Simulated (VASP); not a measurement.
# BN (hexagonal boron nitride) (P6_3/mmc) in VASP: a series of runs

BN (hexagonal boron nitride) is run at these levels: PBE+D3(BJ); tasks: single point, relaxation of cell and atoms.

Everything below comes from runs of VASP 6.6.1. Logs are shortened: lines on timing, memory, paths and dates and some standing lists are left out, and cuts for length are marked.

**1. The cell of the first run**

The structure is hexagonal, space group P6_3/mmc (No. 194). Conventional cell: a = 2.507 Å, b = 2.507 Å, c = 6.618 Å, α = 90.00°, β = 90.00°, γ = 120.00°. B (site symmetry -6m2) has 3 N at 1.45 Å within 1.9 Å. N (site symmetry -6m2) has 3 B at 1.45 Å within 1.9 Å.

**2. Single point, PBE+D3(BJ)**

INCAR

```
PREC = Accurate
ENCUT = 520
EDIFF = 1E-6
ISMEAR = 0
SIGMA = 0.01
LREAL = F
LASPH = T
NELM = 80
ALGO = Normal
ISIF = 2
LWAVE = F
LCHARG = T
GGA = PE
IVDW = 12
LELF = T
LVHAR = T
NBANDS = 16
```

KPOINTS

```
regular mesh
0
Gamma
  10 10 4
```

POSCAR

```
BN
1.0
    2.5065299623      0.0000000000      0.0000000000
   -1.2532649811      2.1707186227      0.0000000000
    0.0000000000      0.0000000000      6.6179914897
B N
2 2
Direct
    0.3333333333      0.6666666667      0.2500000000
    0.6666666667      0.3333333333      0.7500000000
    0.6666666667      0.3333333333      0.2500000000
    0.3333333333      0.6666666667      0.7500000000
```

Potentials or basis: VASP PAW PBE potentials, release 64 (B, N).

Started as:

```bash
$ cat potpaw_PBE.64/B/POTCAR potpaw_PBE.64/N/POTCAR > POTCAR
$ mpirun -np 1 vasp_std > vasp.out
```

OUTCAR:

```text
PREC = Accurate
   ENCUT = 520
   EDIFF = 1E-6
   ISMEAR = 0
   LREAL = F
   LASPH = T
   NELM = 80
   ISIF = 2
   GGA = PE
   IVDW = 12
 IVDW          = 12

 ion  position               nearest neighbor table
   1  0.333  0.667  0.250-   3 1.45   3 1.45   3 1.45
   2  0.667  0.333  0.750-   4 1.45   4 1.45   4 1.45
   3  0.667  0.333  0.250-   1 1.45   1 1.45   1 1.45
   4  0.333  0.667  0.750-   2 1.45   2 1.45   2 1.45

  LATTYP: Found a hexagonal cell.
 ALAT       =     2.5065299623
 C/A-ratio  =     2.6403001716

  Lattice vectors:

 A1 = (   2.5065299623,   0.0000000000,   0.0000000000)
 A2 = (  -1.2532649811,   2.1707186227,   0.0000000000)
 A3 = (   0.0000000000,   0.0000000000,   6.6179914897)

Analysis of symmetry for initial positions (statically):
=====================================================================
 Subroutine PRICEL returns:
 Original cell was already a primitive cell.

 Routine SETGRP: Setting up the symmetry group for a
 hexagonal supercell.

 Subroutine GETGRP returns: Found 24 space group operations
 (whereof 12 operations were pure point group operations)
 out of a pool of 24 trial point group operations.

The static configuration has the point symmetry D_3d.
 The point group associated with its full space group is D_6h.

Analysis of symmetry for dynamics (positions and initial velocities):
=====================================================================
 Subroutine PRICEL returns:
 Original cell was already a primitive cell.

 Routine SETGRP: Setting up the symmetry group for a
 hexagonal supercell.

 Subroutine GETGRP returns: Found 24 space group operations
 (whereof 12 operations were pure point group operations)
 out of a pool of 24 trial point group operations.

The dynamic configuration has the point symmetry D_3d.
 The point group associated with its full space group is D_6h.

 Subroutine INISYM returns: Found 24 space group operations
 (whereof 12 operations are pure point group operations),
 and found     1 'primitive' translations

----------------------------------------------------------------------------------------

                                     Primitive cell

  volume of cell :      36.0083

  direct lattice vectors                    reciprocal lattice vectors
     2.506529962  0.000000000  0.000000000     0.398957928  0.230338467  0.000000000
    -1.253264981  2.170718623  0.000000000     0.000000000  0.460676934  0.000000000
     0.000000000  0.000000000  6.617991490     0.000000000  0.000000000  0.151103247

  length of vectors
     2.506529962  2.506529962  6.617991490     0.460676934  0.460676934  0.151103247

  position of ions in fractional coordinates (direct lattice)
     0.333333333  0.666666667  0.250000000
     0.666666667  0.333333333  0.750000000
     0.666666667  0.333333333  0.250000000
     0.333333333  0.666666667  0.750000000

  ion indices of the primitive-cell ions
   primitive index   ion index
                 1           1
                 2           2
                 3           3
                 4           4

----------------------------------------------------------------------------------------

 KPOINTS: regular mesh

Automatic generation of k-mesh.
 Grid dimensions read from file:
 generate k-points for:   10   10    4

 Generating k-lattice:

  Cartesian coordinates                     Fractional coordinates (reciprocal lattice)
     0.039895793  0.023033847  0.000000000     0.100000000 -0.000000000  0.000000000
     0.000000000  0.046067693  0.000000000     0.000000000  0.100000000  0.000000000
     0.000000000  0.000000000  0.037775812     0.000000000  0.000000000  0.250000000

  Length of vectors
     0.046067693  0.046067693  0.037775812

  Shift w.r.t. Gamma in fractional coordinates (k-lattice)
     0.000000000  0.000000000  0.000000000

 Subroutine IBZKPT returns following result:
 ===========================================

 Found     42 irreducible k-points:

 Following reciprocal coordinates:
            Coordinates               Weight
  0.000000  0.000000  0.000000      1.000000
  0.100000  0.000000  0.000000      6.000000
  0.200000  0.000000  0.000000      6.000000
  0.300000  0.000000  0.000000      6.000000
  0.400000  0.000000  0.000000      6.000000
  0.500000  0.000000  0.000000      3.000000
[... 16 lines left out ...]
  0.300000  0.100000  0.250000     24.000000
  0.400000  0.100000  0.250000     24.000000
 [... further k-points ...]
   k-points           NKPTS =     42   k-points in BZ     NKDIM =     42   number of bands    NBANDS=     16
   number of dos      NEDOS =    301   number of ions     NIONS =      4
   total plane-waves  NPLWV =  20000
   dimension x,y,z NGX =    20 NGY =   20 NGZ =   50
   dimension x,y,z NGXF=    40 NGYF=   40 NGZF=  100
   ions per type =               2   2
   NGX,Y,Z   is equivalent  to a cutoff of  13.27, 13.27, 12.56 a.u.
   NGXF,Y,Z  is equivalent  to a cutoff of  26.53, 26.53, 25.12 a.u.
 SYSTEM =  unknown system
   PREC   = accura    normal or accurate (medium, high low for compatibility)
   ISTART =      0    job   : 0-new  1-cont  2-samecut
   ICHARG =      2    charge: 1-file 2-atom 10-const
   ISPIN  =      1    spin polarized calculation?
   LNONCOLLINEAR =      F non collinear calculations
   LSORBIT =      F    spin-orbit coupling
   LASPH  =      T    aspherical Exc in radial PAW
   ENCUT  =  520.0 eV  38.22 Ry    6.18 a.u.   4.66  4.66 12.31*2*pi/ulx,y,z
   NELM   =     80;   NELMIN=  2; NELMDL= -5     # of ELM steps
   EDIFF  = 0.1E-05   stopping-criterion for ELM
   LREAL  =      F    real-space projection
   EDIFFG = 0.1E-04   stopping-criterion for IOM
   NSW    =      0    number of steps for IOM
   IBRION =     -1    ionic relax: 0-MD 1-quasi-New 2-CG
   NFREE  =      0    steps in history (QN), initial steepest desc. (CG)
   ISIF   =      2    stress and relaxation
   ISYM   =      2    0-nonsym 1-usesym 2-fastsym
   POTIM  = 0.5000    time-step for ionic-motion
   TEBEG  =    0.0;   TEEND  =   0.0 temperature during run
   PSTRESS=    0.0 pullay stress
   NELECT =      16.0000    total number of electrons
   NUPDOWN=      -1.0000    fix difference up-down
   EMIN   =  10.00;   EMAX   =-10.00  energy-range for DOS
   EFERMI =   0.00;   METHOD = LEGACY
   ISMEAR =     0;   SIGMA  =   0.01  broadening in eV -4-tet -1-fermi 0-gaus
   EFERMI_NEDOS =   21; number of points for ismear=-14 and -15
   IALGO  =     38    algorithm
   IMIX   =      4    mixing-type and parameters
     AMIX     =   0.40;   BMIX     =  1.00
     AMIX_MAG =   1.60;   BMIX_MAG =  1.00
  volume/ion in A,a.u.               =       9.00        60.75
  Fermi-wavevector in a.u.,A,eV,Ry     =   1.249244  2.360729 21.233397  1.560611
  Thomas-Fermi vector in A             =   2.383294
   LORBIT       =      0    0 simple, 1 ext, 2 COOP (PROOUT), +10 PAW based schemes
   GGA     = PE    functional components
   LHFCALC =     F    Hartree Fock is set to
   AEXX    =    0.0000 exact exchange contribution
   IVDW    =    12    specifies the selected vdW correction
   LEPSILON=     F    determine dielectric tensor
   LRPA    =     F    only Hartree local field effects (RPA)
 non-spin polarized calculation
 Gauss-broadening in eV      SIGMA  =   0.01
  energy-cutoff  :      520.00
  volume of cell :       36.01
 maximum number of plane-waves:       992
 NGX is ok and might be reduce to    20
   NGX =  9   NGY =  9   NGZ = 25

 number of electron      15.9999997 magnetization

 Free energy of the ion-electron system (eV)
  ---------------------------------------------------
  ext. energy  EPLUGINS =         0.00000000
  ---------------------------------------------------
  free energy    TOTEN  =       -35.15194933 eV

  energy without entropy =      -35.15194933  energy(sigma->0) =      -35.15194933

 E-fermi :   2.4667     XC(G=0): -10.0862

 val. band max:        2.3327402273   @ k =   0.3000   0.3000   0.0000
 cond. band min:       6.5538057056   @ k =   0.5000   0.0000   0.0000
 fundamental gap:      4.2210654783
 Fermi energy:         2.4666984323

 k-point     1 :       0.0000    0.0000    0.0000
  band No.  band energies     occupation
      1     -15.4969      2.00000
      2     -15.1946      2.00000
      3      -3.9261      2.00000
      4      -1.7634      2.00000
      5       0.9530      2.00000
      6       0.9530      2.00000
[... 8 lines left out ...]
     15      14.4853      0.00000
     16      15.2823      0.00000

 k-point     2 :       0.1000    0.0000    0.0000
  band No.  band energies     occupation
      1     -15.3018      2.00000
      2     -15.0062      2.00000
      3      -3.6582      2.00000
      4      -1.5236      2.00000
      5       0.1661      2.00000
      6       0.2001      2.00000
[... 8 lines left out ...]
     15      14.7753      0.00000
     16      15.1646      0.00000

 k-point     3 :       0.2000    0.0000    0.0000
  band No.  band energies     occupation
      1     -14.7321      2.00000
      2     -14.4575      2.00000
      3      -2.8694      2.00000
      4      -1.7155      2.00000
      5      -1.6660      2.00000
      6      -0.8267      2.00000
[... 8 lines left out ...]
     15      16.8579      0.00000
     16      16.9745      0.00000

 k-point     4 :       0.3000    0.0000    0.0000
  band No.  band energies     occupation
      1     -13.8513      2.00000
      2     -13.6156      2.00000
      3      -3.9096      2.00000
      4      -3.8325      2.00000
      5      -1.6194      2.00000
      6      -1.0682      2.00000
[... 8 lines left out ...]
     15      17.8896      0.00000
     16      19.7933      0.00000
[... 324 lines left out ...]
 k-point    22 :       0.2000    0.1000    0.2500
  band No.  band energies     occupation
      1     -14.1540      2.00000
      2     -13.9756      2.00000
      3      -2.9063      2.00000
      4      -2.8681      2.00000
      5      -1.8528      2.00000
      6      -1.1269      2.00000
[... 8 lines left out ...]
     15      17.4273      0.00000
     16      17.5434      0.00000

 k-point    23 :       0.3000    0.1000    0.2500
  band No.  band energies     occupation
      1     -13.1964      2.00000
      2     -13.0549      2.00000
      3      -4.8746      2.00000
      4      -4.8186      2.00000
      5      -1.9205      2.00000
      6      -1.8716      2.00000
[... 8 lines left out ...]
     15      18.1550      0.00000
     16      19.7224      0.00000

 k-point    24 :       0.4000    0.1000    0.2500
  band No.  band energies     occupation
      1     -12.3479      2.00000
      2     -12.2724      2.00000
      3      -6.2719      2.00000
      4      -6.2168      2.00000
      5      -2.3417      2.00000
      6      -2.2897      2.00000
[... 8 lines left out ...]
     15      17.5811      0.00000
     16      20.5543      0.00000

 [... further k-points ...]

------------------------ aborting loop because EDIFF is reached ----------------------------------------

 Edisp (eV)   -0.56576

 E8    (eV) :    -0.1657

  FORCE on cell =-STRESS in cart. coord.  units (eV):
  Direction    XX          YY          ZZ          XY          YZ          ZX
  --------------------------------------------------------------------------------------
  -------------------------------------------------------------------------------------
  Total       0.03085     0.03085    -0.03223     0.00000    -0.00000     0.00000
  in kB       1.37279     1.37279    -1.43390     0.00000    -0.00000     0.00000
  external pressure =        0.44 kB  Pullay stress =        0.00 kB

 VOLUME and BASIS-vectors are now :
 -----------------------------------------------------------------------------
  energy-cutoff  :      520.00
  volume of cell :       36.01
      direct lattice vectors                 reciprocal lattice vectors
     2.506529962  0.000000000  0.000000000     0.398957928  0.230338467  0.000000000
    -1.253264981  2.170718623  0.000000000     0.000000000  0.460676934  0.000000000
     0.000000000  0.000000000  6.617991490     0.000000000  0.000000000  0.151103247

 POSITION                                       TOTAL-FORCE (eV/Angst)
 -----------------------------------------------------------------------------------
     -0.00000      1.44715      1.65450         0.000000      0.000000      0.000000
      1.25326      0.72357      4.96349         0.000000      0.000000      0.000000
      1.25326      0.72357      1.65450        -0.000000     -0.000000      0.000000
     -0.00000      1.44715      4.96349        -0.000000      0.000000      0.000000
 -----------------------------------------------------------------------------------
    total drift:                               -0.000000      0.000000      0.000000

  FREE ENERGIE OF THE ION-ELECTRON SYSTEM (eV)
  ---------------------------------------------------
  free  energy   TOTEN  =       -35.7177103252 eV

  energy  without entropy=      -35.7177103252  energy(sigma->0) =      -35.71771033
```

It took 10 s on 1 thread of Intel Xeon 6975P-C (Granite Rapids), shared host; peak memory 0.16 GiB.

Results:

* Free energy: -35.7177 eV
* Pressure: 0.0 GPa
* Band gap on the k mesh: 4.22 eV, indirect (least direct gap 4.66 eV)
* Dispersion energy per atom: -0.141 eV

Stress tensor (GPa, compression positive):
```
 0.14  0.00  0.00
 0.00  0.14  0.00
 0.00  0.00 -0.14
```

A k mesh can miss the band edges.

(Continued in part 2 of 2.)
